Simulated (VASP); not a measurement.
Write the native input for VASP 6.6.1 that does the following.

| Property | Result |
| --- | --- |
| Task | single point |
| Functional | PBE |
| Dispersion | D3(BJ) |
| Potentials or basis | VASP PAW PBE potentials, release 64 (Cd, I) |
| Cutoff | 500 eV |
| k mesh | 6 × 6 × 4 |
| Occupations | tetrahedron |
| Spin | no spin polarisation |
| Dipole correction | no |
| Further INCAR settings | ALGO = Normal; EDIFF = 1e-06; NBANDS = 20 |

The structure of CdI2 lies in POSCAR:

```
CdI2
1.0
    4.1784078264      0.0000000000      0.0000000000
   -2.0892039132      3.6186073250      0.0000000000
    0.0000000000      0.0000000000      6.6165074141
Cd I
1 2
Direct
    0.0000000000      0.0000000000      0.0000000000
    0.3333333333      0.6666666667      0.2623132376
    0.6666666667      0.3333333333      0.7376867624
```

These files were run (other wordings do the same):

INCAR

```
SYSTEM = CdI2
PREC     = Accurate       ! precision mode
ENCUT    = 500            ! plane-wave cutoff, eV
EDIFF    = 1E-6           ! SCF threshold, eV
ISMEAR   = -4             ! smearing method
SIGMA    = 0.02           ! smearing width, eV
LREAL    = .FALSE.        ! projectors in reciprocal space
LASPH    = .TRUE.         ! aspherical terms in the spheres
NELM     = 120            ! most SCF steps
ALGO     = Normal         ! electronic algorithm
ISIF     = 2              ! what is computed and relaxed
LWAVE    = .FALSE.        ! write WAVECAR
LCHARG   = .TRUE.         ! write CHGCAR
GGA      = PE             ! functional
IVDW     = 12             ! dispersion correction
LELF     = .TRUE.         ! ELF
LVHAR    = .TRUE.       
NBANDS   = 20             ! bands
GGA_COMPAT= .FALSE.
```

KPOINTS

```
regular mesh
0
G
  6 6 4
  0 0 0
```

Potentials or basis: VASP PAW PBE potentials, release 64 (Cd, I).

The run is started by

```sh
$ cat potpaw_PBE.64/Cd/POTCAR potpaw_PBE.64/I/POTCAR > POTCAR
$ mpirun -np 1 vasp_std > vasp.out
```

It gave:

```json
{
  "Pressure": "1.5 GPa",
  "Largest force": "0.023 eV/Å",
  "Band gap on the k mesh": "2.30 eV (least direct gap 2.57 eV)",
  "Dispersion energy per atom": "-0.357 eV"
}
```

Caveat: spin-orbit coupling is left out, which moves the levels of the heavy elements.

Run time: 36 s on 1 thread of Intel(R) Xeon(R) Platinum 8488C (Sapphire Rapids), with other jobs on the host, peak memory 0.22 GiB.
